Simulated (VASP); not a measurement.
The system is Ru.

```
Ru
1.0
     2.70580    0.00000    0.00000
    -1.35290    2.34329    0.00000
     0.00000    0.00000    4.28190
Ru
2
Direct
  0.33333 0.66667 0.25000
  0.66667 0.33333 0.75000
```

```yaml
Program: VASP 6.6.1
Task: relaxation of cell and atoms
Functional: PBE
Potentials_or_basis: VASP PAW PBE potentials, release 64 (Ru_pv)
Cutoff: 600 eV
k_mesh: 18 × 18 × 10
Occupations: gaussian, width 0.1 eV
Spin: no spin polarisation
```

At the start: pressure 4.3 GPa; volume 13.57 Å³/atom.

Question: How do energy, volume and symmetry change on relaxing?

Answer: Over 6 steps the energy falls by 2.5 meV/atom and the volume is 13.76 Å³/atom (+1.3 %); space group P6_3/mmc (No. 194, to 0.05 Å).

Step by step:
```
step  energy change (eV)  largest force (eV/Å)  pressure (GPa)  volume (Å³)
   1              0.0000                0.0000            4.34        27.15
   2              0.0350                0.0000          -11.13        28.62
   3             -0.0049                0.0000           -0.06        27.52
   4             -0.0049                0.0000            0.03        27.51
   5             -0.0049                0.0000            0.05        27.51
   6             -0.0050                0.0000            0.04        27.51
```

Final structure:
```
Ru
1.0
     2.71939    0.00000    0.00000
    -1.35969    2.35506    0.00000
     0.00000    0.00000    4.29612
Ru
2
Direct
  0.33333 0.66667 0.25000
  0.66667 0.33333 0.75000
```
